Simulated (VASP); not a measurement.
A run of VASP 6.6.1 is set up as follows.

INCAR

```
SYSTEM = MgO
PREC = Accurate
ENCUT = 600
EDIFF = 1E-6
ISMEAR = -4
SIGMA = 0.05
LREAL = .False.
LASPH = .True.
NELM = 120
ALGO = Normal
ISIF = 2
LWAVE = .False.
LCHARG = .True.
GGA = PE
LELF = .True.
LVHAR = .True.
NBANDS = 11
GGA_COMPAT = .False.
```

KPOINTS

```
Automatic mesh
0
Gamma
  10 10 10
  0 0 0
```

Contents of POSCAR:

```
MgO
1.0
    0.0000000000      2.0740382102      2.0740382102
    2.0740382102      0.0000000000      2.0740382102
    2.0740382102      2.0740382102      0.0000000000
Mg O
1 1
Direct
    0.0133061842      0.0133061842     -0.0133061842
    0.4797858112      0.4797858112      0.5202141888
```

Potentials or basis: VASP PAW PBE potentials, release 64 (Mg, O).

Launch:

```sh
$ cat potpaw_PBE.64/Mg/POTCAR potpaw_PBE.64/O/POTCAR > POTCAR
$ mpirun -np 1 vasp_std > vasp.out
```

(1) Estimate the band gap on the k mesh.

(2) Estimate the pressure.

(3) What does it give for the largest force?

Results:

(1) 5.18 eV.

(2) 14.4 GPa.

(3) 1.075 eV/Å.

Caveat: the cell stands under pressure; forces of over 1 eV/Å act on the atoms, so gaps and moduli don't describe the material at rest.
